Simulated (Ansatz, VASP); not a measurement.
## One calculation of Al, two programs

The input INCAR:

```
SYSTEM = Al
ALGO = Normal
EDIFF = 1E-6
ENCUT = 520
GGA = PE
ISIF = 2
ISMEAR = -1
LASPH = .True.
LCHARG = .False.
LREAL = .False.
LWAVE = .False.
NBANDS = 10
NELM = 100
PREC = Accurate
SIGMA = 0.08
```

KPOINTS

```
k-points
0
Gamma
  15 15 8
  0 0 0
```

The input POSCAR:

```
Al
1.0
    2.8097283836      0.0000000000      0.0000000000
   -1.4048641918      2.4332961579      0.0000000000
    0.0000000000      0.0000000000      4.6279511020
Al
2
Direct
    0.3333333333      0.6666666667      0.2500000000
    0.6666666667      0.3333333333      0.7500000000
```

Input for Ansatz:

```yaml
crystal:
  lattice:
    - [2.8097283836, 0.0, 0.0]
    - [-1.4048641918, 2.4332961579, 0.0]
    - [0.0, 0.0, 4.627951102]
  atoms:
    - { symbol: Al, position: [0.3333333333, 0.6666666667, 0.25] }
    - { symbol: Al, position: [0.6666666667, 0.3333333333, 0.75] }
kpoints:
  mp_grid: { grid: [15, 15, 8] }
scf:
  occupations: { method: fermi_dirac, width: 0.08 }
hamiltonian:
  xc: pbe
  pseudopotentials: { kind: paw }
output:
  forces: true
  stress: true
  eigenvalues: true
  populations: true
  write_density: true
  write_potential: true
  elf: true
  volumetric_format: npy
```

Change from the starting cell: volume scaled by 0.95, PAW files.

Alike in both runs: task single point; functional PBE; k mesh 15 × 15 × 8; occupations fermi-dirac, width 0.08 eV; no spin polarisation.

|  | VASP | Ansatz |
| --- | --- | --- |
| version | VASP 6.6.1 | Ansatz 0.2.0 |
| potentials or method | VASP PAW PBE potentials, release 64 (Al) | PAW with Ansatz's default frozen-core files, scalar-relativistic |
| plane-wave cutoff (eV) | 520 | 420 |
| valence electrons in the cell | 6 | 6 |

|  | VASP | Ansatz | Ansatz less VASP |
| --- | --- | --- | --- |
| pressure (GPa) | 4.2 | 4.3 | +0.03 |

With one functional, cell and mesh, what is left measures potentials, basis and numerics.
